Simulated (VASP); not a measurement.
# Ta (I4/mmm) in VASP: notebook, part 2 of 2

VASP 6.6.1. Earlier steps stand in the parts before.

## 3. Single point, PBEsol (strain -0.025 along x and y, +0.050 along z)

INCAR reads:

```
SYSTEM = Ta
PREC = Accurate ; ENCUT = 520
EDIFF = 1E-6 ; ISMEAR = 0
SIGMA = 0.15 ; LREAL = .FALSE.
LASPH = .TRUE. ; NELM = 80
ALGO = Normal ; ISIF = 2
LWAVE = .FALSE. ; LCHARG = .TRUE.
GGA = PS ; LELF = .TRUE.
LVHAR = .TRUE. ; NBANDS = 12
```

KPOINTS reads:

```
Automatic mesh
0
G
  20 20 20
  0 0 0
```

POSCAR reads:

```
Ta
1.0
   -1.6099980000      1.6099980000      1.7338440000
    1.6099980000     -1.6099980000      1.7338440000
    1.6099980000      1.6099980000     -1.7338440000
Ta
1
Direct
    0.0000000000      0.0000000000      0.0000000000
```

Potentials or basis: VASP PAW PBE potentials, release 64 (Ta_pv).

Launch:

```sh
$ cat potpaw_PBE.64/Ta_pv/POTCAR > POTCAR
$ mpirun -np 1 vasp_std > vasp.out
```

OUTCAR:

```text
SYSTEM = Ta
   PREC = Accurate
   ENCUT = 520
   EDIFF = 1E-6
   ISMEAR = 0
   LREAL = .FALSE.
   LASPH = .TRUE.
   NELM = 80
   ISIF = 2
   GGA = PS

 ion  position               nearest neighbor table
   1  0.000  0.000  0.000-

  LATTYP: Found a body centered tetragonal cell.
 ALAT       =     3.2199960000
 C/A-ratio  =     1.0769230769

  Lattice vectors:

 A1 = (  -1.6099980000,   1.6099980000,   1.7338440000)
 A2 = (   1.6099980000,  -1.6099980000,   1.7338440000)
 A3 = (   1.6099980000,   1.6099980000,  -1.7338440000)

Analysis of symmetry for initial positions (statically):
=====================================================================
 Subroutine PRICEL returns:
 Original cell was already a primitive cell.

 Routine SETGRP: Setting up the symmetry group for a
 body centered tetragonal supercell.

 Subroutine GETGRP returns: Found 16 space group operations
 (whereof 16 operations were pure point group operations)
 out of a pool of 16 trial point group operations.

The static configuration has the point symmetry D_4h.

Analysis of symmetry for dynamics (positions and initial velocities):
=====================================================================
 Subroutine PRICEL returns:
 Original cell was already a primitive cell.

 Routine SETGRP: Setting up the symmetry group for a
 body centered tetragonal supercell.

 Subroutine GETGRP returns: Found 16 space group operations
 (whereof 16 operations were pure point group operations)
 out of a pool of 16 trial point group operations.

The dynamic configuration has the point symmetry D_4h.

 Subroutine INISYM returns: Found 16 space group operations
 (whereof 16 operations are pure point group operations),
 and found     1 'primitive' translations

----------------------------------------------------------------------------------------

                                     Primitive cell

[... 110 lines left out ...]
  Fermi-wavevector in a.u.,A,eV,Ry     =   1.389842  2.626421 26.281849  1.931661
  Thomas-Fermi vector in A             =   2.513834
   LORBIT       =      0    0 simple, 1 ext, 2 COOP (PROOUT), +10 PAW based schemes
   GGA     = PS    functional components
   LHFCALC =     F    Hartree Fock is set to
   AEXX    =    0.0000 exact exchange contribution
   IVDW    =     0    specifies the selected vdW correction
   LEPSILON=     F    determine dielectric tensor
   LRPA    =     F    only Hartree local field effects (RPA)
 non-spin polarized calculation
 Gauss-broadening in eV      SIGMA  =   0.15
  energy-cutoff  :      520.00
  volume of cell :       17.98
 maximum number of plane-waves:       500
 NGX is ok and might be reduce to    24
   NGX = 11   NGY = 11   NGZ = 11

 number of electron      10.9999999 magnetization

 Free energy of the ion-electron system (eV)
  ---------------------------------------------------
  ext. energy  EPLUGINS =         0.00000000
  ---------------------------------------------------
  free energy    TOTEN  =       -12.53267099 eV

  energy without entropy =      -12.51770378  energy(sigma->0) =      -12.52518738

 E-fermi :   5.3565     XC(G=0): -12.7377

 val. band max:        5.3550807214   @ k =  -0.1500   0.3500   0.1500
 cond. band min:       5.3570721311   @ k =  -0.1500   0.2000   0.1000
 fundamental gap:      0.0019914097
 Fermi energy:         5.3565383632

 k-point     1 :       0.0000    0.0000    0.0000
  band No.  band energies     occupation
      1     -27.6876      2.00000
      2     -27.6766      2.00000
      3     -27.6766      2.00000
      4      -2.6001      2.00000
      5       5.8153      0.00002
      6       5.8153      0.00002
      7       6.7065      0.00000
      8       8.6662      0.00000
      9       9.8776      0.00000
     10      19.5921      0.00000
     11      20.0045      0.00000
     12      20.8806      0.00000
[... 331 lines left out ...]
 k-point    24 :      -0.3500    0.0500    0.0000
  band No.  band energies     occupation
      1     -28.5743      2.00000
      2     -27.9399      2.00000
      3     -27.6980      2.00000
      4       0.5837      2.00000
      5       4.5986      2.00000
      6       5.1402      1.95866
      7       8.4482      0.00000
      8      10.0050      0.00000
      9      10.3996      0.00000
     10      19.0716      0.00000
     11      19.7804      0.00000
     12      20.1125      0.00000

 [... further k-points ...]
[... 5 lines left out ...]
  --------------------------------------------------------------------------------------
  -------------------------------------------------------------------------------------
  Total       -0.0250210     -0.0250210     -0.9110139      0.0000000     -0.0000000      0.0000000
  in kB       -2.2299474     -2.2299474    -81.1923079      0.0000000     -0.0000000      0.0000000
  external PRESSURE =     -28.5507342 kB  Pullay stress =       0.0000000 kB

 VOLUME and BASIS-vectors are now :
 -----------------------------------------------------------------------------
  energy-cutoff  :      520.00
  volume of cell :       17.98
      direct lattice vectors                 reciprocal lattice vectors
    -1.609998000  1.609998000  1.733844000     0.000000000  0.310559392  0.288376578
     1.609998000 -1.609998000  1.733844000     0.310559392  0.000000000  0.288376578
     1.609998000  1.609998000 -1.733844000     0.310559392  0.310559392  0.000000000

 POSITION                                       TOTAL-FORCE (eV/Angst)
 -----------------------------------------------------------------------------------
      0.00000      0.00000      0.00000         0.000000     -0.000000      0.000000
 -----------------------------------------------------------------------------------
    total drift:                                0.000000      0.000000      0.000000

  FREE ENERGIE OF THE ION-ELECTRON SYSTEM (eV)
  ---------------------------------------------------
  free  energy   TOTEN  =       -12.5326709905 eV

  energy  without entropy=      -12.5177037794  energy(sigma->0) =      -12.52518738
```

OSZICAR:

```text
N       E                     dE             d eps       ncg     rms          rms(c)
DAV:   1     0.608549940766E+02    0.60855E+02   -0.61009E+03 15436   0.874E+02
DAV:   2    -0.119859749383E+02   -0.72841E+02   -0.70904E+02 17124   0.245E+02
DAV:   3    -0.130412510126E+02   -0.10553E+01   -0.10472E+01 18448   0.279E+01
DAV:   4    -0.130440180423E+02   -0.27670E-02   -0.27668E-02 17040   0.159E+00
DAV:   5    -0.130440270240E+02   -0.89817E-05   -0.89810E-05 18360   0.865E-02    0.138E+01
DAV:   6    -0.126516276773E+02    0.39240E+00   -0.31073E-01 18292   0.588E+00    0.668E+00
DAV:   7    -0.125342631797E+02    0.11736E+00   -0.27093E-01 17972   0.506E+00    0.367E-01
DAV:   8    -0.125327197743E+02    0.15434E-02   -0.76895E-03 16616   0.764E-01    0.135E-01
DAV:   9    -0.125326744984E+02    0.45276E-04   -0.13754E-04 18044   0.124E-01    0.236E-02
DAV:  10    -0.125326710827E+02    0.34157E-05   -0.36768E-06 17012   0.202E-02    0.309E-03
DAV:  11    -0.125326709905E+02    0.92259E-07   -0.12706E-07  9352   0.393E-03
   1 F= -.12532671E+02 E0= -.12525187E+02  d E =-.149672E-01
```

stdout:

```text
POSCAR found type information on POSCAR Ta
 POSCAR found :  1 types and       1 ions
 scaLAPACK will be used
 -----------------------------------------------------------------------------
|                                                                             |
|                                                                             |
|     You enforced a specific xc type in the INCAR file but a different       |
|     I HOPE YOU KNOW WHAT YOU ARE DOING!                                     |
|                                                                             |
 -----------------------------------------------------------------------------

 LDA part: xc-table for (Slater+PW92), standard interpolation
 POSCAR, INCAR and KPOINTS ok, starting setup
 FFT: planning ... GRIDC
 FFT: planning ... GRID_SOFT
 FFT: planning ... GRID
 WAVECAR not read
 entering main loop
```

It took 34 s on 1 thread of Intel Xeon 6975P-C (Granite Rapids), shared host; peak memory 0.25 GiB.

What came out:

```
Free energy : -12.5327 eV
Pressure    : -2.9 GPa
```

Caveat: the cell differs from its parent crystal (strain -0.025 along x and y, +0.050 along z); the PAW data sets were made with another functional, which shifts forces and pressure a little; spin-orbit coupling is left out, which moves the levels of the heavy elements.

## 4. Single point, PBEsol (strain +0.025 along x and y, -0.050 along z)

INCAR reads:

```
SYSTEM = Ta
ALGO     = Normal         ! electronic algorithm
EDIFF    = 1E-7           ! SCF threshold, eV
ENCUT    = 520            ! plane-wave cutoff, eV
GGA      = PS             ! functional
ISIF     = 2              ! what is computed and relaxed
ISMEAR   = 0              ! smearing method
LASPH    = .True.         ! aspherical terms in the spheres
LCHARG   = .True.         ! write CHGCAR
LELF     = .True.         ! ELF
LREAL    = .False.        ! projectors in reciprocal space
LVHAR    = .True.       
LWAVE    = .False.        ! write WAVECAR
NBANDS   = 12             ! bands
NELM     = 60             ! most SCF steps
PREC     = Accurate       ! precision mode
SIGMA    = 0.15           ! smearing width, eV
```

KPOINTS reads:

```
k-points
0
Gamma
  20 20 20
  0 0 0
```

POSCAR reads:

```
Ta
1.0
   -1.6925620000      1.6925620000      1.5687160000
    1.6925620000     -1.6925620000      1.5687160000
    1.6925620000      1.6925620000     -1.5687160000
Ta
1
Direct
    0.0000000000      0.0000000000      0.0000000000
```

Launch:

```sh
$ cat potpaw_PBE.64/Ta_pv/POTCAR > POTCAR
$ mpirun -np 1 vasp_std > vasp.out
```

Wall time 35 s (1 thread of Intel Xeon 6975P-C (Granite Rapids), shared host); peak memory 0.25 GiB.

Results (log left out):

```
Free energy : -12.5327 eV
Pressure    : -2.7 GPa
```

Stress tensor (GPa, compression positive):
```
-5.07  0.00  0.00
 0.00 -5.07  0.00
 0.00  0.00  1.92
```

Levels at points of the mesh, in eV from the Fermi level:
| k point | band 2 | band 3 | band 4 | band 5 | band 6 | band 7 | band 8 | band 9 |
| --- | --- | --- | --- | --- | --- | --- | --- | --- |
| (0.00, 0.00, 0.00) | -33.04 | -33.02 | -7.95 | 0.10 | 1.10 | 1.10 | 3.23 | 4.62 |
| (0.50, 0.00, 0.00) | -33.43 | -33.07 | -4.39 | -1.87 | 1.82 | 3.92 | 5.54 | 7.80 |
| (0.50, 0.50, 0.00) | -33.35 | -33.00 | -4.45 | -0.85 | 1.25 | 2.99 | 4.46 | 7.66 |
| (0.50, 0.50, 0.50) | -33.91 | -33.72 | -3.94 | -3.73 | 6.76 | 6.76 | 7.08 | 8.02 |

Caveat: the cell differs from its parent crystal (strain +0.025 along x and y, -0.050 along z); the PAW data sets were made with another functional, which shifts forces and pressure a little; spin-orbit coupling is left out, which moves the levels of the heavy elements.

## 5. The runs side by side

| cell | gap on the mesh (eV) | pressure (GPa) |
| --- | --- | --- |
| a = 2.816 Å, angles 112.3, 112.3, 104.0°, 1 atom | none | 8.8 |
| a = 2.862 Å, angles 111.5, 111.5, 105.4°, 1 atom | none | -2.9 |
| a = 2.862 Å, angles 107.5, 107.5, 113.5°, 1 atom | none | -2.7 |

Alike in all rows: task single point; level PBEsol; potentials or basis VASP PAW PBE potentials, release 64 (Ta_pv); no spin polarisation; k mesh 20 × 20 × 20; cutoff (eV) 520; smearing gaussian 0.15 eV.

Caveats: the PAW data sets were made with another functional, which shifts forces and pressure a little; spin-orbit coupling is left out, which moves the levels of the heavy elements.

Absolute energies hang on the potentials; compare differences alone.
